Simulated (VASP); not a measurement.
# Mg9O8 (a cell with a defect) in VASP: further runs, part 2 of 2

VASP 6.6.1.

**3. Single point, PBE**

Contents of INCAR:

```
PREC = Accurate
ENCUT = 520
EDIFF = 1E-7
ISMEAR = -1
SIGMA = 0.02
LREAL = Auto
LASPH = T
NELM = 100
ALGO = Normal
ISIF = 2
LWAVE = F
LCHARG = F
GGA = PE
NBANDS = 47
```

Contents of KPOINTS:

```
regular mesh
0
Gamma
  2 2 2
```

Contents of POSCAR:

```
Mg9O8
1.0
    0.0000000000      4.3550000000      4.3550000000
    4.3550000000      0.0000000000      4.3550000000
    4.3550000000      4.3550000000      0.0000000000
Mg O
9 8
Direct
   -0.0594718714      0.0904247991     -0.0624799082
   -0.0367393800      0.0307462687      0.4831458094
    0.0073249139      0.4111366246      0.0016532721
   -0.0726980482      0.5600688863      0.5709529277
    0.4803903559     -0.0222962113      0.0081974742
    0.4520321470      0.0341676234      0.4886796785
    0.5009184845      0.5646383467     -0.0943742824
    0.4871297359      0.4893111366      0.4572101033
    0.0511710677      0.6470608496      0.1574397245
    0.2487600459      0.2198277842      0.2483926521
    0.2261768083      0.2714121699      0.7461308840
    0.1969804822      0.7876808266      0.2482319173
    0.2109529277      0.7192422503      0.7984845006
    0.7378530425      0.2741791045      0.2109644087
    0.6920551091      0.2530654420      0.7530654420
    0.7281630310      0.8568427095      0.1993915040
    0.6519288175      0.8281630310      0.7291044776
```

Potentials or basis: VASP PAW PBE potentials, release 64 (Mg, O).

Launch:

```sh
$ cat potpaw_PBE.64/Mg/POTCAR potpaw_PBE.64/O/POTCAR > POTCAR
$ mpirun -np 1 vasp_std > vasp.out
```

OUTCAR:

```text
PREC = Accurate
   ENCUT = 520
   EDIFF = 1E-7
   ISMEAR = -1
   LREAL = Auto
   LASPH = T
   NELM = 100
   ISIF = 2
   GGA = PE

 ion  position               nearest neighbor table
   1  0.941  0.090  0.938-  15 1.92  16 1.96  14 2.02  11 2.07   9 2.26  13 2.34   3 2.45  12 2.48
                             4 2.62   7 2.82   2 2.93   6 2.97   5 3.02   6 3.22   5 3.25   2 3.26
   2  0.963  0.031  0.483-  12 2.08  10 2.09  15 2.15  14 2.17  17 2.26  13 2.47   3 2.69   4 2.77
                             8 2.89   1 2.93   6 3.04   5 3.07   5 3.12   6 3.12   1 3.26   8 3.29
   3  0.007  0.411  0.002-  11 1.76  14 1.82  10 2.15   9 2.27  13 2.27   1 2.45   4 2.56   2 2.69
                             5 2.80   8 3.03   7 3.05   8 3.18   7 3.32   5 3.38   2 3.53
[... 618 lines left out ...]

 VOLUME and BASIS-vectors are now :
 -----------------------------------------------------------------------------
  energy-cutoff  :      520.00
  volume of cell :      165.19
      direct lattice vectors                 reciprocal lattice vectors
     0.000000000  4.355000000  4.355000000    -0.114810563  0.114810563  0.114810563
     4.355000000  0.000000000  4.355000000     0.114810563 -0.114810563  0.114810563
     4.355000000  4.355000000  0.000000000     0.114810563  0.114810563 -0.114810563

 POSITION                                       TOTAL-FORCE (eV/Angst)
 -----------------------------------------------------------------------------------
      4.47670      8.17890      4.48980        -0.081343     -0.430435     -0.347046
      2.23800      6.29910      4.32890         0.788432      0.294215     -0.206889
      1.79770      0.03910      1.82240         2.452137      0.758263      1.843246
      4.92560      6.52490      6.47750         0.128575      1.210089     -0.061424
      4.29360      2.12780      6.35000         1.181205     -0.016157      1.432882
      2.27700      4.09680      2.11740        -0.610305     -0.956064      0.829965
[... 9 lines left out ...]
      4.59990      4.03950      6.90270         1.916395     -1.540570     -2.466415
      6.78190      6.01440      6.44580        -0.493252      0.678164      1.553090
 -----------------------------------------------------------------------------------
    total drift:                                0.001929     -0.004367      0.004135

  FREE ENERGIE OF THE ION-ELECTRON SYSTEM (eV)
  ---------------------------------------------------
  free  energy   TOTEN  =       -82.0379564328 eV

  energy  without entropy=      -82.0274024213  energy(sigma->0) =      -82.03267943
```

stdout:

```text
POSCAR found type information on POSCAR MgO
 POSCAR found :  2 types and      17 ions
 scaLAPACK will be used
 LDA part: xc-table for (Slater+PW92), standard interpolation
 POSCAR, INCAR and KPOINTS ok, starting setup
 FFT: planning ... GRIDC
 FFT: planning ... GRID_SOFT
 FFT: planning ... GRID
 WAVECAR not read
 entering main loop
```

Wall time 4.7 min (1 thread of Intel Xeon 8259CL, shared host); peak memory 0.33 GiB.

What came out:

```yaml
Free_energy: -82.0380 eV
Pressure: 31.1 GPa
Largest_force: 3.590 eV/Å
Band_gap_on_the_k_mesh: zero (bands 33 and 34 overlap by 0.34 eV)
```

Forces in eV/Å, atoms in the order of the input:
```
Mg  -0.081 -0.430 -0.347
Mg   0.788  0.294 -0.207
Mg   2.452  0.758  1.843
Mg   0.129  1.210 -0.061
Mg   1.181 -0.016  1.433
Mg  -0.610 -0.956  0.830
Mg  -1.157  2.691 -2.031
Mg   1.029  0.855  0.062
Mg  -2.616  2.323 -0.806
O    0.686 -1.702 -0.240
O   -3.226 -0.887  0.010
O   -0.244  0.920  0.086
O   -0.410 -2.956  1.086
O    1.130 -0.157 -1.731
O   -0.473 -1.086  0.988
O    1.916 -1.541 -2.466
O   -0.493  0.678  1.553
```

Levels at points of the mesh, in eV from the Fermi level:
```tsv
k point	band 29	band 30	band 31	band 32	band 33	band 34	band 35	band 36	band 37	band 38
(0.00, 0.00, 0.00)	-5.76	-5.46	-5.24	-5.13	-2.35	0.51	0.72	0.84	1.34	1.97
(0.50, 0.00, 0.00)	-5.88	-5.80	-5.39	-5.19	-0.53	0.02	1.13	1.41	2.44	2.61
(0.00, 0.50, 0.00)	-5.94	-5.77	-5.55	-5.23	-0.33	0.38	1.39	1.83	2.14	2.25
(0.00, 0.00, 0.50)	-5.78	-5.74	-5.57	-5.32	-0.40	-0.29	1.40	1.62	2.11	2.61
(0.50, 0.50, 0.50)	-5.93	-5.87	-5.23	-5.15	-0.44	-0.19	1.54	1.55	2.40	2.64
(0.50, 0.50, 0.00)	-5.99	-5.87	-5.61	-5.41	0.01	0.77	1.23	1.53	2.39	2.58
(0.00, 0.50, 0.50)	-5.98	-5.84	-5.71	-5.21	0.02	0.33	1.27	1.87	2.26	2.85
(0.50, 0.00, 0.50)	-6.01	-5.75	-5.48	-5.26	0.05	0.32	1.42	1.81	2.39	2.90
```

Caveat: the k points lie up to 0.62 Å⁻¹ apart; the atoms stand as in a frame of molecular dynamics.

**4. Single point, PBE**

Contents of INCAR:

```
SYSTEM = Mg9O8
PREC = Accurate
ENCUT = 520
EDIFF = 1E-6
ISMEAR = -1
SIGMA = 0.02
LREAL = Auto
LASPH = .TRUE.
NELM = 80
ALGO = Normal
ISIF = 2
LWAVE = .FALSE.
LCHARG = .FALSE.
GGA = PE
NBANDS = 47
```

Contents of KPOINTS:

```
Automatic mesh
0
G
  2 2 2
  0 0 0
```

Contents of POSCAR:

```
Mg9O8
1.0
    0.0000000000      4.3550000000      4.3550000000
    4.3550000000      0.0000000000      4.3550000000
    4.3550000000      4.3550000000      0.0000000000
Mg O
9 8
Direct
   -0.0424569460      0.0956371986     -0.0278760046
   -0.0113318025      0.0207233065      0.5384041332
    0.0697359357      0.3374512055      0.0414006889
    0.0395522388      0.5407233065      0.5008381171
    0.5765786452     -0.0680597015      0.0737083812
    0.5040642939      0.0820206659      0.4570838117
    0.5825028703      0.6169919633     -0.0873249139
    0.5315384615      0.5383122847      0.5246268657
    0.1254535017      0.6639150402      0.0524339839
    0.2881745121      0.2662686567      0.2354764638
    0.2247531573      0.2829850746      0.7386911596
    0.2308495982      0.7690585534      0.2119977038
    0.3408495982      0.8171756602      0.6702181401
    0.7768771527      0.2749024110      0.2341676234
    0.7473363949      0.3298163031      0.7625832377
    0.7859357061      0.8216877153      0.2977382319
    0.6863030999      0.8836854191      0.7268082664
```

Launch:

```sh
$ cat potpaw_PBE.64/Mg/POTCAR potpaw_PBE.64/O/POTCAR > POTCAR
$ mpirun -np 1 vasp_std > vasp.out
```

Run time: 4.7 min. Hardware: 1 thread of Intel Xeon 8259CL, shared host; peak memory 0.33 GiB.

The run converged. Its results:

* Free energy: -81.1320 eV
* Pressure: 33.8 GPa
* Largest force: 4.969 eV/Å
* Band gap on the k mesh: 0.29 eV

Forces in eV/Å, atoms in the order of the input:
```
Mg  -0.240  0.482 -0.183
Mg   0.078  0.398 -0.565
Mg   1.721  1.821  3.835
Mg   1.496 -0.074 -1.562
Mg  -0.334 -1.478  0.919
Mg   1.767  1.708  0.766
Mg  -0.706  1.468 -3.988
Mg  -1.264  0.477 -0.921
Mg  -1.916 -1.270 -0.560
O   -0.095 -1.316 -0.768
O   -2.501 -0.393  1.582
O    0.408  2.026  3.395
O    1.119 -0.769 -2.758
O    2.583 -0.805 -3.181
O   -1.375 -1.481  0.179
O   -1.769 -1.288 -1.026
O    1.028  0.494  4.836
```

Stress tensor (GPa, compression positive):
```
30.63  3.25  6.69
 3.25 28.26  2.30
 6.69  2.30 42.60
```

Levels at points of the mesh, in eV from the valence-band top:
| k point | band 30 | band 31 | band 32 | band 33 | band 34 | band 35 | band 36 | band 37 |
| --- | --- | --- | --- | --- | --- | --- | --- | --- |
| (0.00, 0.00, 0.00) | -4.51 | -4.41 | -4.15 | -1.85 | 0.80 | 1.43 | 1.78 | 1.92 |
| (0.50, 0.00, 0.00) | -4.66 | -4.51 | -4.28 | -0.33 | 0.42 | 1.68 | 2.19 | 3.06 |
| (0.00, 0.50, 0.00) | -4.74 | -4.50 | -4.24 | -0.39 | 0.73 | 1.27 | 2.22 | 2.90 |
| (0.00, 0.00, 0.50) | -4.61 | -4.39 | -4.15 | -0.37 | 0.29 | 2.00 | 2.10 | 2.53 |
| (0.50, 0.50, 0.50) | -4.92 | -4.54 | -4.18 | -0.12 | 0.72 | 1.74 | 2.26 | 2.40 |
| (0.50, 0.50, 0.00) | -4.71 | -4.42 | -4.27 | -0.03 | 0.83 | 1.80 | 2.71 | 2.93 |
| (0.00, 0.50, 0.50) | -4.72 | -4.55 | -4.34 | 0.00 | 0.91 | 1.63 | 2.41 | 2.81 |
| (0.50, 0.00, 0.50) | -4.75 | -4.55 | -4.41 | -0.04 | 1.26 | 1.36 | 2.35 | 2.72 |

Caveat: the k points lie up to 0.62 Å⁻¹ apart; the atoms stand as in a frame of molecular dynamics.

**5. The runs side by side**

| cell | gap on the mesh (eV) | pressure (GPa) | largest force (eV/Å) |
| --- | --- | --- | --- |
| as given, atomic positions A | none | 29.0 | 4.83 |
| as given, atomic positions B | none | 31.1 | 3.59 |
| as given, atomic positions C | 0.29 | 33.8 | 4.97 |

Alike in all rows: task single point; level PBE; potentials or basis VASP PAW PBE potentials, release 64 (Mg, O); no spin polarisation; k mesh 2 × 2 × 2; cutoff (eV) 520; smearing fermi-dirac 0.02 eV.

Caveats: all runs use coarse meshes; the atoms stand as in a frame of molecular dynamics.

Absolute energies hang on the potentials; compare differences alone.
